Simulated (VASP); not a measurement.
**Li: single point with r2SCAN+rVV10**

Li:

```
Li
1.0
     3.47381    0.00000    0.00000
     0.00000    3.47381    0.00000
     0.00000    0.00000    3.47381
Li
2
Direct
  0.00000 0.00000 0.00000
  0.50000 0.50000 0.50000
```

* Program: VASP 6.6.1
* Task: single point
* Functional: r2SCAN
* Dispersion: rVV10
* Potentials or basis: VASP PAW PBE potentials, release 64 (Li_sv)
* Cutoff: 520 eV
* k mesh: 20 × 20 × 20
* Occupations: methfessel-paxton, width 0.1 eV
* Spin: no spin polarisation
* Dipole correction: no
* Further INCAR settings: ALGO = Normal; EDIFF = 1e-06; NBANDS = 10

| Item | Value |
| --- | --- |
| Band gap on the k mesh | zero (bands 3 and 4 overlap by 4.83 eV) |

Levels at points of the mesh, in eV from the Fermi level:
| k point | band 1 | band 2 | band 3 | band 4 | band 5 | band 6 | band 7 | band 8 |
| --- | --- | --- | --- | --- | --- | --- | --- | --- |
| (0.00, 0.00, 0.00) | -48.11 | -48.08 | -3.85 | 5.93 | 5.93 | 5.93 | 8.04 | 8.04 |
| (0.50, 0.00, 0.00) | -48.09 | -48.09 | -1.26 | -1.26 | 9.13 | 9.13 | 9.13 | 9.13 |
| (0.50, 0.50, 0.00) | -48.09 | -48.09 | 0.26 | 0.26 | 3.37 | 3.37 | 11.20 | 11.20 |
| (0.50, 0.50, 0.50) | -48.09 | -48.09 | 3.57 | 3.57 | 3.57 | 3.57 | 3.57 | 3.57 |

It took 7.2 min on 1 thread of Intel(R) Xeon(R) Platinum 8375C CPU @ 2.90GHz (Ice Lake) (shared host), peak memory 0.32 GiB.
